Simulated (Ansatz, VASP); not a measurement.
# HfZrS4: VASP beside Ansatz

```xyz
6
Lattice="3.6682 0.0000 0.0000 -1.8341 3.1767 0.0000 0.0000 0.0000 13.5893" Properties=species:S:1:pos:R:3 pbc="T T T"
Zr    0.0000    0.0000    0.0000
Hf    0.0000    0.0000    6.7947
S     1.8341    1.0589    5.3556
S     1.8341    1.0589   12.1330
S     0.0000    2.1178    1.4564
S     0.0000    2.1178    8.2337
```

Alike in both runs: functional PBE; k mesh 12 × 12 × 2; occupations gaussian, width 0.02 eV; no spin polarisation.

Ansatz relaxed the structure, and its values are those at the end. VASP's run is a single point on that final structure, the one shown.

|  | VASP | Ansatz |
| --- | --- | --- |
| version | VASP 6.6.1 | Ansatz 0.2.0 |
| potentials or method | VASP PAW PBE potentials, release 64 (Zr_sv, Hf_pv, S), cutoff 520 eV | scalar-relativistic, plane waves, PAW |
| valence electrons in the cell | 46 | 62 |

```tsv
	VASP	Ansatz	Ansatz less VASP
gap on the k mesh at the Fermi level (eV)	1.13	1.13	0.000
least direct gap on the mesh (eV)	1.69	1.68	-0.008
pressure (GPa)	-0.3	0.0	+0.26
rms of the force components (eV/Å)	0.022	0.000	-0.0221
```

The functional is the same, so the differences come from potentials, cutoffs and numerics. VASP's potentials hold 46 valence electrons a cell and Ansatz's 62, so a difference there can come from the potentials and not from the codes.

Neither program's run includes spin-orbit coupling.
